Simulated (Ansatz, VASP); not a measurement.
One calculation of MnO2, two programs

The input POSCAR:

```
MnO2
1.0
    4.3832916076     -0.0000000117      0.0000000000
   -0.0000000117      4.3832916076      0.0000000000
    0.0000000000      0.0000000000      2.8611299193
Mn O
2 4
Direct
    0.0000000000      0.0000000000      0.0000000000
    0.5000000000      0.5000000000      0.5000000000
    0.3047584487      0.3047584487      0.0000000000
    0.1952415517      0.8047584483      0.5000000000
    0.6952415513      0.6952415513      0.0000000000
    0.8047584483      0.1952415517      0.5000000000
```

File INCAR.step1:

```
ALGO = Normal
EDIFF = 1E-4
ENCUT = 520
GGA = PE
ISMEAR = -1
ISPIN = 2
LASPH = T
LCHARG = F
LMAXMIX = 4
LREAL = F
LWAVE = T
MAGMOM = 3 -3 0 0 0 0
NBANDS = 38
NELM = 150
PREC = Accurate
SIGMA = 0.025
```

Contents of INCAR.step2:

```
ALGO = Normal
EDIFF = 1E-7
ENCUT = 520
ISIF = 2
ISMEAR = -1
ISPIN = 2
ISTART = 1
LASPH = T
LCHARG = F
LMAXMIX = 4
LMIXTAU = T
LORBIT = 11
LREAL = F
LWAVE = F
MAGMOM = 3 -3 0 0 0 0
METAGGA = R2SCAN
NBANDS = 38
NELM = 150
PREC = Accurate
SIGMA = 0.025
```

KPOINTS

```
k-points
0
Gamma
  6 6 10
```

Input for Ansatz:

```yaml
crystal:
  lattice:
    - [4.3832916076, -1.17e-08, 0.0]
    - [-1.17e-08, 4.3832916076, 0.0]
    - [0.0, 0.0, 2.8611299193]
  atoms:
    - { symbol: Mn, position: [0.0, 0.0, 0.0], spin: 3.0 }
    - { symbol: Mn, position: [0.5, 0.5, 0.5], spin: -3.0 }
    - { symbol: O, position: [0.3047584487, 0.3047584487, 0.0] }
    - { symbol: O, position: [0.1952415517, 0.8047584483, 0.5] }
    - { symbol: O, position: [0.6952415513, 0.6952415513, 0.0] }
    - { symbol: O, position: [0.8047584483, 0.1952415517, 0.5] }
basis:
  ecutwfc: 500
  ecutrho_ratio: 4
kpoints:
  mp_grid: { grid: [6, 6, 10] }
hamiltonian:
  xc: r2scan
scf:
  occupations: { method: fermi_dirac, width: 0.025 }
output:
  forces: true
  stress: true
magnetization:
  spin_polarized: true
```

Alike in both runs: task single point; functional r2SCAN; k mesh 6 × 6 × 10; occupations fermi-dirac, width 0.025 eV; collinear spin.

```csv
,VASP,Ansatz
version,VASP 6.6.1,Ansatz 0.2.0
potentials or method,"VASP PAW PBE potentials, release 64 (Mn_pv, O), cutoff 520 eV","scalar-relativistic, plane waves, PAW"
valence electrons in the cell,50,54
```

VASP gave:

```
pressure (GPa)                                                : 1.0
traceless stress, the component that is largest in VASP (GPa) : 0.37
rms of the force components (eV/Å)                            : 0.014
net moment per atom (μB)                                      : 0.00
size of the moment on the site where the two differ most (μB) : 2.70
```

Question: What did Ansatz give for the same quantities?

Answer: Pressure (GPa): 0.0; traceless stress, the component that is largest in VASP (GPa): 0.01; rms of the force components (eV/Å): 0.000; net moment per atom (μB): 0.00; size of the moment on the site where the two differ most (μB): 2.40.

VASP's potentials were made for PBE, not for r2SCAN. Site moments also hang on the region over which each program counts them. Atom by atom the forces differ by 0.014 eV/Å (rms over components). VASP's potentials hold 50 valence electrons a cell and Ansatz's 54, so a difference there can come from the potentials and not from the codes. Ansatz's warnings: stability check not made.
